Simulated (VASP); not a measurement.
# Mg2Sn (Fm-3m) in VASP: vibrations by perturbation theory with PBEsol

Aim: the vibrations by perturbation theory of Mg2Sn with PBEsol.

Everything below comes from runs of VASP 6.6.1. Logs are shortened: lines on timing, memory, paths and dates and some standing lists are left out, and cuts for length are marked.

## (1) The cell of the first run

The structure is cubic, space group Fm-3m (No. 225). Conventional cell: a = 6.780 Å, b = 6.780 Å, c = 6.780 Å, α = 90.00°, β = 90.00°, γ = 90.00°. Within 3.9 Å of Mg (site symmetry -43m) lie 4 Sn at 2.94 Å and 6 Mg at 3.39 Å. Within 3.9 Å of Sn (site symmetry m-3m) lie 8 Mg at 2.94 Å.

## (2) Vibrations by perturbation theory, PBEsol (25.97 Å³/atom)

File INCAR:

```
PREC     = Accurate       # precision mode
ENCUT    = 600            # plane-wave cutoff, eV
EDIFF    = 1E-8           # SCF threshold, eV
ISMEAR   = -1             # smearing method
SIGMA    = 0.05           # smearing width, eV
LREAL    = F              # projectors in reciprocal space
LASPH    = T              # aspherical terms in the spheres
NELM     = 120            # most SCF steps
ALGO     = Normal         # electronic algorithm
ISIF     = 2              # what is computed and relaxed
LWAVE    = F              # write WAVECAR
LCHARG   = F              # write CHGCAR
GGA      = PS             # functional
IBRION   = 8              # ionic algorithm
NSW      = 1              # ionic steps
GGA_COMPAT= F
```

File KPOINTS:

```
regular mesh
0
Gamma
  8 8 8
```

File POSCAR:

```
Mg2Sn
1.0
    0.0000000000      3.3900767549      3.3900767549
    3.3900767549      0.0000000000      3.3900767549
    3.3900767549      3.3900767549      0.0000000000
Mg Sn
2 1
Direct
    0.2500000000      0.2500000000      0.2500000000
    0.7500000000      0.7500000000      0.7500000000
    0.0000000000      0.0000000000      0.0000000000
```

Potentials or basis: VASP PAW PBE potentials, release 64 (Mg, Sn_d).

Launch:

```sh
$ cat potpaw_PBE.64/Mg/POTCAR potpaw_PBE.64/Sn_d/POTCAR > POTCAR
$ mpirun -np 1 vasp_std > vasp.out
```

OUTCAR:

```text
PREC = Accurate
   ENCUT = 600
   EDIFF = 1E-8
   ISMEAR = -1
   LREAL = F
   LASPH = T
   NELM = 120
   ISIF = 2
   GGA = PS
   IBRION = 8
   NSW = 1

 ion  position               nearest neighbor table
   1  0.250  0.250  0.250-   3 2.94   3 2.94   3 2.94   3 2.94   2 3.39   2 3.39   2 3.39   2 3.39
                             2 3.39   2 3.39
   2  0.750  0.750  0.750-   3 2.94   3 2.94   3 2.94   3 2.94   1 3.39   1 3.39   1 3.39   1 3.39
                             1 3.39   1 3.39
   3  0.000  0.000  0.000-   2 2.94   2 2.94   2 2.94   1 2.94   1 2.94   1 2.94   2 2.94   1 2.94

  LATTYP: Found a face centered cubic cell.
 ALAT       =     6.7801535098

  Lattice vectors:

 A1 = (   0.0000000000,   3.3900767549,   3.3900767549)
 A2 = (   3.3900767549,   0.0000000000,   3.3900767549)
 A3 = (   3.3900767549,   3.3900767549,   0.0000000000)

Analysis of symmetry for initial positions (statically):
=====================================================================
 Subroutine PRICEL returns:
 Original cell was already a primitive cell.

 Routine SETGRP: Setting up the symmetry group for a
 face centered cubic supercell.

 Subroutine GETGRP returns: Found 48 space group operations
 (whereof 48 operations were pure point group operations)
 out of a pool of 48 trial point group operations.

The static configuration has the point symmetry O_h .

Analysis of symmetry for dynamics (positions and initial velocities):
=====================================================================
 Subroutine PRICEL returns:
 Original cell was already a primitive cell.

 Routine SETGRP: Setting up the symmetry group for a
 face centered cubic supercell.

 Subroutine GETGRP returns: Found 48 space group operations
 (whereof 48 operations were pure point group operations)
 out of a pool of 48 trial point group operations.

The dynamic configuration has the point symmetry O_h .

 Subroutine INISYM returns: Found 48 space group operations
 (whereof 48 operations are pure point group operations),
 and found     1 'primitive' translations

----------------------------------------------------------------------------------------

                                     Primitive cell

  volume of cell :      77.9217

  direct lattice vectors                    reciprocal lattice vectors
     0.000000000  3.390076755  3.390076755    -0.147489286  0.147489286  0.147489286
     3.390076755  0.000000000  3.390076755     0.147489286 -0.147489286  0.147489286
     3.390076755  3.390076755  0.000000000     0.147489286  0.147489286 -0.147489286

  length of vectors
     4.794292524  4.794292524  4.794292524     0.255458937  0.255458937  0.255458937

  position of ions in fractional coordinates (direct lattice)
     0.250000000  0.250000000  0.250000000
     0.750000000  0.750000000  0.750000000
     0.000000000  0.000000000  0.000000000

  ion indices of the primitive-cell ions
   primitive index   ion index
                 1           1
                 2           2
                 3           3

----------------------------------------------------------------------------------------

 KPOINTS: regular mesh

Automatic generation of k-mesh.
 Grid dimensions read from file:
 generate k-points for:    8    8    8

 Generating k-lattice:

[... 100 lines left out ...]

 number of electron      18.0000003 magnetization

 Free energy of the ion-electron system (eV)
  ---------------------------------------------------
  ext. energy  EPLUGINS =         0.00000000
  ---------------------------------------------------
  free energy    TOTEN  =        -8.32721735 eV

  energy without entropy =       -8.32418631  energy(sigma->0) =       -8.32570183

 E-fermi :   4.0800     XC(G=0):  -8.8291

 val. band max:        3.9818225503   @ k =   0.5000   0.5000   0.0000
 cond. band min:       4.1222881963   @ k =   0.0000   0.0000   0.0000
 fundamental gap:      0.1404656460
 Fermi energy:         4.0800039343

 k-point     1 :       0.0000    0.0000    0.0000
  band No.  band energies     occupation
      1     -16.7573      2.00000
      2     -16.7573      2.00000
      3     -16.7573      2.00000
      4     -16.7189      2.00000
      5     -16.7189      2.00000
      6      -4.9582      2.00000
      7       4.1223      0.60068
      8       4.1223      0.60068
      9       4.1223      0.60068
     10       5.4312      0.00000
     11       6.2746      0.00000
     12       6.2746      0.00000
     13       6.2746      0.00000
[... 354 lines left out ...]
  band No.  band energies     occupation
      1     -16.7559      2.00000
      2     -16.7548      2.00000
      3     -16.7525      2.00000
      4     -16.7190      2.00000
      5     -16.7177      2.00000
      6      -3.4853      2.00000
      7      -0.3076      2.00000
      8       1.4369      2.00000
      9       2.5278      2.00000
     10       5.9420      0.00000
     11       6.0105      0.00000
     12       8.2400      0.00000
     13       8.8222      0.00000

 [... further k-points ...]

------------------------ aborting loop because EDIFF is reached ----------------------------------------

  FORCE on cell =-STRESS in cart. coord.  units (eV):
  Direction    XX          YY          ZZ          XY          YZ          ZX
  --------------------------------------------------------------------------------------
  -------------------------------------------------------------------------------------
  Total       -0.3594547     -0.3594547     -0.3594547      0.0000000     -0.0000000     -0.0000000
  in kB       -7.3908792     -7.3908792     -7.3908792      0.0000000     -0.0000000     -0.0000000
  external PRESSURE =      -7.3908792 kB  Pullay stress =       0.0000000 kB

 VOLUME and BASIS-vectors are now :
 -----------------------------------------------------------------------------
  energy-cutoff  :      600.00
  volume of cell :       77.92
      direct lattice vectors                 reciprocal lattice vectors
     0.000000000  3.390076755  3.390076755    -0.147489286  0.147489286  0.147489286
     3.390076755  0.000000000  3.390076755     0.147489286 -0.147489286  0.147489286
     3.390076755  3.390076755  0.000000000     0.147489286  0.147489286 -0.147489286

 POSITION                                       TOTAL-FORCE (eV/Angst)
 -----------------------------------------------------------------------------------
      1.69504      1.69504      1.69504        -0.000000      0.000000      0.000000
      5.08512      5.08512      5.08512        -0.000000     -0.000000     -0.000000
      0.00000      0.00000      0.00000         0.000000      0.000000      0.000000
 -----------------------------------------------------------------------------------
    total drift:                               -0.000000      0.000000     -0.000000

  FREE ENERGIE OF THE ION-ELECTRON SYSTEM (eV)
  ---------------------------------------------------
  free  energy   TOTEN  =        -8.3272173505 eV

  energy  without entropy=       -8.3241863101  energy(sigma->0) =       -8.32570183

[... ionic steps 2 to 9 ...]

--------------------------------------- Ionic step       10  -------------------------------------------

 Free energy of the ion-electron system (eV)
  ---------------------------------------------------
  ---------------------------------------------------
  free energy    TOTEN  =        -0.22416507 eV

  energy without entropy =       -0.22416507

------------------------ aborting loop because EDIFF is reached ----------------------------------------

 INTERNAL STRAIN TENSOR  FOR ION    3  DIRECTION 1   (eV/Angst):
 -----------------------------------------------------------------------------
    -0.02248 -0.00000 -0.00000
    -0.00000  0.01466  0.00000
     0.00000  0.00000  0.01466

 INTERNAL STRAIN TENSOR FOR ION    3 for displacements in x,y,z  (eV/Angst):
          X           Y           Z          XY          YZ          ZX
  --------------------------------------------------------------------------------
  x     0.00000     0.00000     0.00000     0.00000     0.00000     0.00000
  y     0.00000     0.00000     0.00000     0.00000     0.00000     0.00000
  z     0.00000     0.00000     0.00000     0.00000     0.00000     0.00000

 SECOND DERIVATIVES (NOT SYMMETRIZED)
 ------------------------------------
               1X          1Y          1Z          2X          2Y          2Z          3X          3Y          3Z
  1X    -3.061648    0.000000    0.000000    0.882727    0.000000    0.000000    2.178922    0.000000    0.000000
  1Y     0.000000   -3.061648    0.000000    0.000000    0.882727    0.000000    0.000000    2.178922    0.000000
  1Z     0.000000    0.000000   -3.061648    0.000000    0.000000    0.882727    0.000000    0.000000    2.178922
  2X     0.882727    0.000000    0.000000   -3.061648    0.000000    0.000000    2.178922    0.000000    0.000000
  2Y     0.000000    0.882727    0.000000    0.000000   -3.061648    0.000000    0.000000    2.178922    0.000000
  2Z     0.000000    0.000000    0.882727    0.000000    0.000000   -3.061648    0.000000    0.000000    2.178922
  3X     2.195300    0.000000    0.000000    2.195300    0.000000    0.000000   -4.390600    0.000000    0.000000
  3Y     0.000000    2.195300    0.000000    0.000000    2.195300    0.000000    0.000000   -4.390600    0.000000
  3Z     0.000000    0.000000    2.195300    0.000000    0.000000    2.195300    0.000000    0.000000   -4.390600

 Eigenvectors and eigenvalues of the dynamical matrix
 ----------------------------------------------------

   1 f  =    6.297846 THz    39.570532 2PiTHz  210.073524 cm-1    26.045786 meV
             X         Y         Z           dx          dy          dz
      1.695038  1.695038  1.695038     0.705678    0.044932    0.000000
      5.085115  5.085115  5.085115    -0.705678   -0.044932   -0.000000
      0.000000  0.000000  0.000000     0.000000   -0.000000    0.000000
[... 43 lines left out ...]
   9 f/i=    0.009472 THz     0.059513 2PiTHz    0.315947 cm-1     0.039172 meV
             X         Y         Z           dx          dy          dz
      1.695038  1.695038  1.695038     0.329036   -0.082057   -0.176170
      5.085115  5.085115  5.085115     0.329036   -0.082057   -0.176170
      0.000000  0.000000  0.000000     0.724457   -0.180669   -0.387883

--------------------------------------------------------------------------------------------------------

 ELASTIC MODULI CONTR FROM IONIC RELAXATION (kBar)
 Direction    XX          YY          ZZ          XY          YZ          ZX
 --------------------------------------------------------------------------------
 XX          -0.0000     -0.0000     -0.0000      0.0000      0.0000      0.0000
 YY          -0.0000     -0.0000     -0.0000      0.0000      0.0000     -0.0000
 ZZ          -0.0000     -0.0000     -0.0000     -0.0000      0.0000      0.0000
 XY           0.0000      0.0000     -0.0000    -45.8183      0.0000      0.0000
 YZ           0.0000      0.0000      0.0000      0.0000    -45.8183      0.0000
 ZX           0.0000     -0.0000      0.0000      0.0000      0.0000    -45.8183
 --------------------------------------------------------------------------------
```

Run time: 10 min. Hardware: 1 thread of Intel Xeon 8259CL, shared host; peak memory 0.5 GiB.

Results:

```
Highest phonon frequency at Γ : 210 cm⁻¹
```

Phonon frequencies in cm⁻¹ (negative: imaginary):
```csv
q point,frequencies
"(0.000, 0.000, 0.000)",0 0 0 186 186 186 210 210 210
```

Caveat: the PAW data sets were made with another functional, which shifts forces and pressure a little; spin-orbit coupling is left out, which moves the levels of the heavy elements.
